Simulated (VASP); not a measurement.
# SiGe3 (P-4m2) in VASP: a series of runs

SiGe3 is run at these levels: PBE; tasks: single point.

All numbers are computed with VASP 6.6.1; they aren't measurements. Logs are shortened: lines on timing, memory, paths and dates and some standing lists are left out, and cuts for length are marked.

## 1. The cell of the first run

The structure is tetragonal, space group P-4m2 (No. 115). The conventional cell has a = 3.724 Å, b = 3.724 Å, c = 5.267 Å, α = 90.00°, β = 90.00°, γ = 90.00°. Within 3.0 Å of Si (site symmetry -4m2) lie 4 Ge at 2.28 Å. Ge (site symmetry 2mm) has 2 Si at 2.28 Å and 2 Ge at 2.28 Å within 3.0 Å. Within 3.0 Å of Ge (site symmetry -4m2) lie 4 Ge at 2.28 Å.

## 2. Single point, PBE

File INCAR:

```
SYSTEM = SiGe3
PREC = Accurate
ENCUT = 520
EDIFF = 1E-7
ISMEAR = 0
SIGMA = 0.1
LREAL = .FALSE.
LASPH = .TRUE.
NELM = 100
ALGO = Normal
ISIF = 2
LWAVE = .FALSE.
LCHARG = .FALSE.
GGA = PE
NBANDS = 31
```

File KPOINTS:

```
Automatic mesh
0
G
  6 6 4
  0 0 0
```

File POSCAR:

```
SiGe3
1.0
    3.7242034000      0.0000000000      0.0000000000
    0.0000000000      3.7242034000      0.0000000000
    0.0000000000      0.0000000000      5.2668189500
Si Ge
1 3
Direct
    0.5000000000      0.5000000000      0.0000000000
    0.5000000000      0.0000000000      0.7500000000
    0.0000000000      0.5000000000      0.2500000000
    0.0000000000      0.0000000000      0.5000000000
```

Potentials or basis: VASP PAW PBE potentials, release 64 (Si, Ge_d).

The run is started by

```sh
> cat potpaw_PBE.64/Si/POTCAR potpaw_PBE.64/Ge_d/POTCAR > POTCAR
> mpirun -np 1 vasp_std > vasp.out
```

OUTCAR:

```text
SYSTEM = SiGe3
   PREC = Accurate
   ENCUT = 520
   EDIFF = 1E-7
   ISMEAR = 0
   LREAL = .FALSE.
   LASPH = .TRUE.
   NELM = 100
   ISIF = 2
   GGA = PE

 ion  position               nearest neighbor table
   1  0.500  0.500  0.000-   2 2.28   3 2.28   2 2.28   3 2.28
   2  0.500  0.000  0.750-   1 2.28   4 2.28   1 2.28   4 2.28
   3  0.000  0.500  0.250-   1 2.28   4 2.28   4 2.28   1 2.28
   4  0.000  0.000  0.500-   2 2.28   3 2.28   3 2.28   2 2.28

  LATTYP: Found a simple tetragonal cell.
 ALAT       =     3.7242034000
 C/A-ratio  =     1.4142135604

  Lattice vectors:

 A1 = (   3.7242034000,   0.0000000000,   0.0000000000)
 A2 = (   0.0000000000,   3.7242034000,   0.0000000000)
 A3 = (   0.0000000000,   0.0000000000,   5.2668189500)

Analysis of symmetry for initial positions (statically):
=====================================================================
 Subroutine PRICEL returns:
 Original cell was already a primitive cell.

 Routine SETGRP: Setting up the symmetry group for a
 simple tetragonal supercell.

 Subroutine GETGRP returns: Found  8 space group operations
 (whereof  8 operations were pure point group operations)
 out of a pool of 16 trial point group operations.

The static configuration has the point symmetry D_2d.

Analysis of symmetry for dynamics (positions and initial velocities):
=====================================================================
 Subroutine PRICEL returns:
 Original cell was already a primitive cell.

 Routine SETGRP: Setting up the symmetry group for a
 simple tetragonal supercell.

 Subroutine GETGRP returns: Found  8 space group operations
 (whereof  8 operations were pure point group operations)
 out of a pool of 16 trial point group operations.

The dynamic configuration has the point symmetry D_2d.

 Subroutine INISYM returns: Found  8 space group operations
 (whereof  8 operations are pure point group operations),
 and found     1 'primitive' translations

----------------------------------------------------------------------------------------

                                     Primitive cell

  volume of cell :      73.0492

  direct lattice vectors                    reciprocal lattice vectors
     3.724203400  0.000000000  0.000000000     0.268513798  0.000000000  0.000000000
     0.000000000  3.724203400  0.000000000     0.000000000  0.268513798  0.000000000
     0.000000000  0.000000000  5.266818950     0.000000000  0.000000000  0.189867928

  length of vectors
     3.724203400  3.724203400  5.266818950     0.268513798  0.268513798  0.189867928

  position of ions in fractional coordinates (direct lattice)
     0.500000000  0.500000000  0.000000000
     0.500000000  0.000000000  0.750000000
     0.000000000  0.500000000  0.250000000
     0.000000000  0.000000000  0.500000000

  ion indices of the primitive-cell ions
   primitive index   ion index
                 1           1
                 2           2
                 3           3
                 4           4

----------------------------------------------------------------------------------------

 KPOINTS: Automatic mesh

Automatic generation of k-mesh.
 Grid dimensions read from file:
 generate k-points for:    6    6    4

 Generating k-lattice:

  Cartesian coordinates                     Fractional coordinates (reciprocal lattice)
     0.044752300  0.000000000  0.000000000     0.166666667  0.000000000  0.000000000
     0.000000000  0.044752300  0.000000000     0.000000000  0.166666667  0.000000000
     0.000000000  0.000000000  0.047466982     0.000000000  0.000000000  0.250000000

  Length of vectors
     0.044752300  0.044752300  0.047466982

  Shift w.r.t. Gamma in fractional coordinates (k-lattice)
     0.000000000  0.000000000  0.000000000

 Subroutine IBZKPT returns following result:
 ===========================================

 Found     30 irreducible k-points:

 Following reciprocal coordinates:
            Coordinates               Weight
  0.000000  0.000000  0.000000      1.000000
  0.166667  0.000000  0.000000      4.000000
  0.333333  0.000000  0.000000      4.000000
  0.500000  0.000000  0.000000      2.000000
  0.166667  0.166667  0.000000      4.000000
  0.333333  0.166667  0.000000      8.000000
[... 16 lines left out ...]
  0.333333  0.000000  0.500000      4.000000
  0.500000  0.000000  0.500000      2.000000
 [... further k-points ...]
   k-points           NKPTS =     30   k-points in BZ     NKDIM =     30   number of bands    NBANDS=     31
   number of dos      NEDOS =    301   number of ions     NIONS =      4
   total plane-waves  NPLWV =  31360
   dimension x,y,z NGX =    28 NGY =   28 NGZ =   40
   dimension x,y,z NGXF=    56 NGYF=   56 NGZF=   80
   ions per type =               1   3
   NGX,Y,Z   is equivalent  to a cutoff of  12.50, 12.50, 12.63 a.u.
   NGXF,Y,Z  is equivalent  to a cutoff of  25.00, 25.00, 25.25 a.u.
 SYSTEM =  SiGe3
   PREC   = accura    normal or accurate (medium, high low for compatibility)
   ISTART =      0    job   : 0-new  1-cont  2-samecut
   ICHARG =      2    charge: 1-file 2-atom 10-const
   ISPIN  =      1    spin polarized calculation?
   LNONCOLLINEAR =      F non collinear calculations
   LSORBIT =      F    spin-orbit coupling
   LASPH  =      T    aspherical Exc in radial PAW
   ENCUT  =  520.0 eV  38.22 Ry    6.18 a.u.   6.92  6.92  9.79*2*pi/ulx,y,z
   NELM   =    100;   NELMIN=  2; NELMDL= -5     # of ELM steps
   EDIFF  = 0.1E-06   stopping-criterion for ELM
   LREAL  =      F    real-space projection
   EDIFFG = 0.1E-05   stopping-criterion for IOM
   NSW    =      0    number of steps for IOM
   IBRION =     -1    ionic relax: 0-MD 1-quasi-New 2-CG
   NFREE  =      0    steps in history (QN), initial steepest desc. (CG)
   ISIF   =      2    stress and relaxation
   ISYM   =      2    0-nonsym 1-usesym 2-fastsym
   POTIM  = 0.5000    time-step for ionic-motion
   TEBEG  =    0.0;   TEEND  =   0.0 temperature during run
   PSTRESS=    0.0 pullay stress
   NELECT =      46.0000    total number of electrons
   NUPDOWN=      -1.0000    fix difference up-down
   EMIN   =  10.00;   EMAX   =-10.00  energy-range for DOS
   EFERMI =   0.00;   METHOD = LEGACY
   ISMEAR =     0;   SIGMA  =   0.10  broadening in eV -4-tet -1-fermi 0-gaus
   EFERMI_NEDOS =   21; number of points for ismear=-14 and -15
   IALGO  =     38    algorithm
   IMIX   =      4    mixing-type and parameters
     AMIX     =   0.40;   BMIX     =  1.00
     AMIX_MAG =   1.60;   BMIX_MAG =  1.00
  volume/ion in A,a.u.               =      18.26       123.24
  Fermi-wavevector in a.u.,A,eV,Ry     =   1.403209  2.651681 26.789813  1.968996
  Thomas-Fermi vector in A             =   2.525894
   LORBIT       =      0    0 simple, 1 ext, 2 COOP (PROOUT), +10 PAW based schemes
   GGA     = PE    functional components
   LHFCALC =     F    Hartree Fock is set to
   AEXX    =    0.0000 exact exchange contribution
   IVDW    =     0    specifies the selected vdW correction
   LEPSILON=     F    determine dielectric tensor
   LRPA    =     F    only Hartree local field effects (RPA)
 non-spin polarized calculation
 Gauss-broadening in eV      SIGMA  =   0.10
  energy-cutoff  :      520.00
  volume of cell :       73.05
 maximum number of plane-waves:      1984
 NGX is ok and might be reduce to    28
   NGX = 13   NGY = 13   NGZ = 19

 number of electron      45.9999995 magnetization

 Free energy of the ion-electron system (eV)
  ---------------------------------------------------
  ext. energy  EPLUGINS =         0.00000000
  ---------------------------------------------------
  free energy    TOTEN  =       -17.69513759 eV

  energy without entropy =      -17.69480248  energy(sigma->0) =      -17.69497004

 E-fermi :   7.3292     XC(G=0): -10.6839

 val. band max:        7.2021796278   @ k =   0.0000   0.0000   0.0000
 cond. band min:       7.4594451833   @ k =   0.0000   0.0000   0.2500
 fundamental gap:      0.2572655555
 Fermi energy:         7.3291897692

 k-point     1 :       0.0000    0.0000    0.0000
  band No.  band energies     occupation
      1     -17.8992      2.00000
      2     -17.8992      2.00000
      3     -17.8393      2.00000
      4     -17.8029      2.00000
      5     -17.7553      2.00000
      6     -17.5671      2.00000
[... 23 lines left out ...]
     30      14.4980      0.00000
     31      16.3420      0.00000

 k-point     2 :       0.1667    0.0000    0.0000
  band No.  band energies     occupation
      1     -17.9110      2.00000
      2     -17.9017      2.00000
      3     -17.8368      2.00000
      4     -17.7797      2.00000
      5     -17.7545      2.00000
      6     -17.5697      2.00000
[... 23 lines left out ...]
     30      14.9436      0.00000
     31      15.6743      0.00000

 k-point     3 :       0.3333    0.0000    0.0000
  band No.  band energies     occupation
      1     -17.9089      2.00000
      2     -17.9062      2.00000
      3     -17.8462      2.00000
      4     -17.7558      2.00000
      5     -17.7534      2.00000
      6     -17.5738      2.00000
[... 23 lines left out ...]
     30      13.8612      0.00000
     31      14.7064      0.00000

 k-point     4 :       0.5000    0.0000    0.0000
  band No.  band energies     occupation
      1     -17.9084      2.00000
      2     -17.8907      2.00000
      3     -17.8652      2.00000
      4     -17.7532      2.00000
      5     -17.7530      2.00000
      6     -17.5748      2.00000
[... 23 lines left out ...]
     30      13.4771      0.00000
     31      13.5230      0.00000

 k-point     5 :       0.1667    0.1667    0.0000
  band No.  band energies     occupation
      1     -17.9173      2.00000
      2     -17.9078      2.00000
      3     -17.8326      2.00000
      4     -17.7595      2.00000
      5     -17.7523      2.00000
      6     -17.5741      2.00000
[... 23 lines left out ...]
     30      14.3664      0.00000
     31      14.5185      0.00000
[... 542 lines left out ...]
     30      13.9901      0.00000
     31      13.9901      0.00000

 k-point    22 :       0.1667    0.0000    0.5000
  band No.  band energies     occupation
      1     -17.9106      2.00000
      2     -17.9012      2.00000
      3     -17.8375      2.00000
      4     -17.7803      2.00000
      5     -17.7544      2.00000
      6     -17.5677      2.00000
[... 23 lines left out ...]
     30      12.7746      0.00000
     31      13.0077      0.00000

 k-point    23 :       0.3333    0.0000    0.5000
  band No.  band energies     occupation
      1     -17.9079      2.00000
      2     -17.9048      2.00000
      3     -17.8466      2.00000
      4     -17.7565      2.00000
      5     -17.7554      2.00000
      6     -17.5742      2.00000
[... 23 lines left out ...]
     30      14.3665      0.00000
     31      14.8437      0.00000

 k-point    24 :       0.5000    0.0000    0.5000
  band No.  band energies     occupation
      1     -17.9065      2.00000
      2     -17.8893      2.00000
      3     -17.8656      2.00000
      4     -17.7558      2.00000
      5     -17.7536      2.00000
      6     -17.5767      2.00000
[... 23 lines left out ...]
     30      14.4916      0.00000
     31      14.5377      0.00000

 [... further k-points ...]
[... 5 lines left out ...]
  --------------------------------------------------------------------------------------
  -------------------------------------------------------------------------------------
  Total       11.5335133     11.5335133     11.2856837      0.0000000      0.0000000      0.0000000
  in kB      252.9630159    252.9630159    247.5274023      0.0000000      0.0000000      0.0000000
  external PRESSURE =     251.1511447 kB  Pullay stress =       0.0000000 kB

 VOLUME and BASIS-vectors are now :
 -----------------------------------------------------------------------------
  energy-cutoff  :      520.00
  volume of cell :       73.05
      direct lattice vectors                 reciprocal lattice vectors
     3.724203400  0.000000000  0.000000000     0.268513798  0.000000000  0.000000000
     0.000000000  3.724203400  0.000000000     0.000000000  0.268513798  0.000000000
     0.000000000  0.000000000  5.266818950     0.000000000  0.000000000  0.189867928

 POSITION                                       TOTAL-FORCE (eV/Angst)
 -----------------------------------------------------------------------------------
      1.86210      1.86210      0.00000        -0.000000     -0.000000      0.000000
      1.86210      0.00000      3.95011        -0.000000      0.000000      0.802671
      0.00000      1.86210      1.31670         0.000000      0.000000     -0.802671
      0.00000      0.00000      2.63341        -0.000000     -0.000000      0.000000
 -----------------------------------------------------------------------------------
    total drift:                                0.000000      0.000000     -0.000000

  FREE ENERGIE OF THE ION-ELECTRON SYSTEM (eV)
  ---------------------------------------------------
  free  energy   TOTEN  =       -17.6951375913 eV

  energy  without entropy=      -17.6948024827  energy(sigma->0) =      -17.69497004
```

Wall time 26 s (1 thread of Intel Xeon 6975P-C (Granite Rapids), shared host); peak memory 0.2 GiB.

What came out:

| Property | Result |
| --- | --- |
| Free energy | -17.6951 eV |
| Pressure | 25.1 GPa |
| Largest force | 0.803 eV/Å |
| Band gap on the k mesh | 0.26 eV (least direct gap 0.39 eV) |

Forces on the atoms (eV/Å):
```
Si   0.000  0.000  0.000
Ge   0.000  0.000  0.803
Ge   0.000  0.000 -0.803
Ge   0.000  0.000  0.000
```

Caveat: the cell stands under pressure; semilocal functionals underestimate gaps, and a narrow one can read as zero.

[end of part 1 of 2]
